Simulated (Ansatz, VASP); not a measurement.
**SnO2 in VASP and in Ansatz**

INCAR

```
SYSTEM = SnO2
PREC     = Accurate       ! precision mode
ENCUT    = 520            ! plane-wave cutoff, eV
EDIFF    = 1E-6           ! SCF threshold, eV
ISMEAR   = 0              ! smearing method
SIGMA    = 0.05           ! smearing width, eV
LREAL    = .FALSE.        ! projectors in reciprocal space
LASPH    = .TRUE.         ! aspherical terms in the spheres
NELM     = 80             ! most SCF steps
ALGO     = Normal         ! electronic algorithm
ISIF     = 2              ! what is computed and relaxed
LWAVE    = .FALSE.        ! write WAVECAR
LCHARG   = .TRUE.         ! write CHGCAR
GGA      = PE             ! functional
LVHAR    = .TRUE.       
NBANDS   = 64             ! bands
KPAR     = 4
```

Contents of KPOINTS:

```
Automatic mesh
0
G
  8 8 8
  0 0 0
```

POSCAR

```
SnO2
1.0
    5.1697993239      0.0000000000      0.0000000000
    0.0000000000      5.1697993239      0.0000000000
    0.0000000000      0.0000000000      5.1697993239
Sn O
4 8
Direct
    0.0072536665      0.5000000000      0.5000000000
    0.5072536665      0.5000000000      0.0000000000
    0.5072536665      0.0000000000      0.5000000000
    0.0072536665      0.0000000000      0.0000000000
    0.3390931048      0.1609068952      0.8390931048
    0.1609068952      0.8390931048      0.3390931048
    0.8390931048      0.3390931048      0.1609068952
    0.6609068952      0.6609068952      0.6609068952
    0.3390931048      0.3390931048      0.3390931048
    0.1609068952      0.6609068952      0.8390931048
    0.8390931048      0.1609068952      0.6609068952
    0.6609068952      0.8390931048      0.1609068952
```

Input for Ansatz:

```yaml
crystal:
  lattice:
    - [5.1697993239, 0.0, 0.0]
    - [0.0, 5.1697993239, 0.0]
    - [0.0, 0.0, 5.1697993239]
  atoms:
    - { symbol: Sn, position: [0.0072536665, 0.5, 0.5] }
    - { symbol: Sn, position: [0.5072536665, 0.5, 0.0] }
    - { symbol: Sn, position: [0.5072536665, 0.0, 0.5] }
    - { symbol: Sn, position: [0.0072536665, 0.0, 0.0] }
    - { symbol: O, position: [0.3390931048, 0.1609068952, 0.8390931048] }
    - { symbol: O, position: [0.1609068952, 0.8390931048, 0.3390931048] }
    - { symbol: O, position: [0.8390931048, 0.3390931048, 0.1609068952] }
    - { symbol: O, position: [0.6609068952, 0.6609068952, 0.6609068952] }
    - { symbol: O, position: [0.3390931048, 0.3390931048, 0.3390931048] }
    - { symbol: O, position: [0.1609068952, 0.6609068952, 0.8390931048] }
    - { symbol: O, position: [0.8390931048, 0.1609068952, 0.6609068952] }
    - { symbol: O, position: [0.6609068952, 0.8390931048, 0.1609068952] }
basis:
  ecutwfc: 420
kpoints:
  mp_grid: { grid: [8, 8, 8] }
hamiltonian:
  xc: pbe
scf:
  occupations: { method: gaussian, width: 0.05 }
output:
  forces: true
  stress: true
  eigenvalues: true
```

Change from the starting cell: all Sn atoms moved +0.037 Å, as atom 1 along Cartesian [1 0 0].

Alike in both runs: task single point; functional PBE; k mesh 8 × 8 × 8; occupations gaussian, width 0.05 eV; no spin polarisation.

```csv
,VASP,Ansatz
version,VASP 6.6.1,Ansatz 0.2.0
potentials or method,"VASP PAW PBE potentials, release 64 (Sn_d, O), cutoff 520 eV","scalar-relativistic, plane waves, PAW"
valence electrons in the cell,104,104
```

Ansatz gave:

```
gap on the k mesh at the Fermi level (eV) : 0.58
least direct gap on the mesh (eV)         : 0.66
pressure (GPa)                            : 0.1
rms of the force components (eV/Å)        : 0.199
```

Q: What did VASP give for the same quantities?

A: gap on the k mesh at the Fermi level (eV): 0.58; least direct gap on the mesh (eV): 0.65; pressure (GPa): 0.7; rms of the force components (eV/Å): 0.205.

Atom by atom the forces differ by 0.007 eV/Å (rms over components).
